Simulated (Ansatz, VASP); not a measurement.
# Pb: VASP beside Ansatz

The input INCAR:

```
SYSTEM = Pb
ALGO = Normal
EDIFF = 1E-8
ENCUT = 520
ISIF = 2
ISMEAR = -1
LASPH = .True.
LCHARG = .False.
LEFG = .True.
LREAL = .False.
LWAVE = .False.
NBANDS = 21
NELM = 80
PREC = Accurate
SIGMA = 0.05
```

Contents of KPOINTS:

```
k-points
0
Gamma
  8 8 8
  0 0 0
```

The input POSCAR:

```
Pb
1.0
   -0.0687800011      3.4046100549      3.4046100549
    3.4046100549     -0.0687800011      3.4046100549
    3.4046100549      3.4046100549     -0.0687800011
Pb
2
Direct
    0.0000000000      0.0000000000      0.0000000000
    0.2500000000      0.2500000000      0.2500000000
```

Input for Ansatz:

```yaml
crystal:
  lattice:
    - [-0.0687800011, 3.4046100549, 3.4046100549]
    - [3.4046100549, -0.0687800011, 3.4046100549]
    - [3.4046100549, 3.4046100549, -0.0687800011]
  atoms:
    - { symbol: Pb, position: [0.0, 0.0, 0.0] }
    - { symbol: Pb, position: [0.25, 0.25, 0.25] }
kpoints:
  mp_grid: { grid: [8, 8, 8] }
scf:
  occupations: { method: fermi_dirac, width: 0.05 }
hamiltonian:
  xc: lda
  pseudopotentials: { kind: paw }
output:
  forces: true
  stress: true
  eigenvalues: true
  efg: { contact_densities: true }
```

Change from the starting cell: equal xy, yz and zx shear strains of -2 %, PAW files.

Alike in both runs: task electric field gradients; functional LDA; k mesh 8 × 8 × 8; occupations fermi-dirac, width 0.05 eV; no spin polarisation.

|  | VASP | Ansatz |
| --- | --- | --- |
| version | VASP 6.6.1 | Ansatz 0.2.0 |
| potentials or method | VASP PAW LDA potentials, release 64 (Pb_d) | PAW with Ansatz's default frozen-core files, scalar-relativistic |
| plane-wave cutoff (eV) | 520 | 420 |
| valence electrons in the cell | 28 | 28 |

Ansatz gave:

| Property | Result |
| --- | --- |
| pressure (GPa) | -0.7 |
| traceless stress, the component that is largest in VASP (GPa) | 0.71 |
| rms of the force components (eV/Å) | 0.138 |
| size of Vzz on the site where it differs most (V/Å²) | 54.2 |

**Question.** Which values does VASP return?

**Answer.** Pressure (GPa): -0.7; traceless stress, the component that is largest in VASP (GPa): 0.72; rms of the force components (eV/Å): 0.140; size of Vzz on the site where it differs most (V/Å²): 55.4.

LDA's correlation is that of Perdew and Zunger in VASP and of Perdew and Wang (1992) in Ansatz. Atom by atom the forces differ by 0.002 eV/Å (rms over components).

Spin-orbit coupling is off throughout.
